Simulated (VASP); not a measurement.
Here is a VASP 6.6.1 calculation.

INCAR

```
SYSTEM = Ta4O
PREC     = Accurate       ! precision mode
ENCUT    = 520            ! plane-wave cutoff, eV
EDIFF    = 1E-6           ! SCF threshold, eV
ISMEAR   = 0              ! smearing method
SIGMA    = 0.1            ! smearing width, eV
LREAL    = .FALSE.        ! projectors in reciprocal space
LASPH    = .TRUE.         ! aspherical terms in the spheres
NELM     = 60             ! most SCF steps
ALGO     = Normal         ! electronic algorithm
ISIF     = 2              ! what is computed and relaxed
LWAVE    = .FALSE.        ! write WAVECAR
LCHARG   = .FALSE.        ! write CHGCAR
GGA      = PS             ! functional
NBANDS   = 33             ! bands
```

File KPOINTS:

```
Automatic mesh
0
G
  2 2 1
  0 0 0
```

Contents of POSCAR:

```
Ta4O
1.0
    3.2574970000      0.0000000000      0.0000000000
    0.0000000000      3.2574970000      0.0000000000
    0.0000000000      0.0000000000      7.4093410000
Ta O
4 1
Direct
    0.0000000000      0.0000000000      0.5000000000
    0.5000000000      0.5000000000      0.7831580000
    0.5000000000      0.5000000000      0.2168420000
    0.0000000000      0.0000000000      0.0000000000
    0.5000000000      0.5000000000      0.5000000000
```

Potentials or basis: VASP PAW PBE potentials, release 64 (Ta_pv, O).

Command:

```bash
$ cat potpaw_PBE.64/Ta_pv/POTCAR potpaw_PBE.64/O/POTCAR > POTCAR
$ mpirun -np 1 vasp_std > vasp.out
```

(1) Estimate the band gap on the k mesh.

(2) What does it give for the pressure?

(3) What does it give for the largest force?

Results:

(1) 0.19 eV, indirect (least direct gap 0.43 eV).

(2) -4.5 GPa.

(3) 0.031 eV/Å.

Caveat: the k points lie up to 0.96 Å⁻¹ apart; the PAW data sets were made with another functional, which shifts forces and pressure a little; spin-orbit coupling is left out, which moves the levels of the heavy elements.
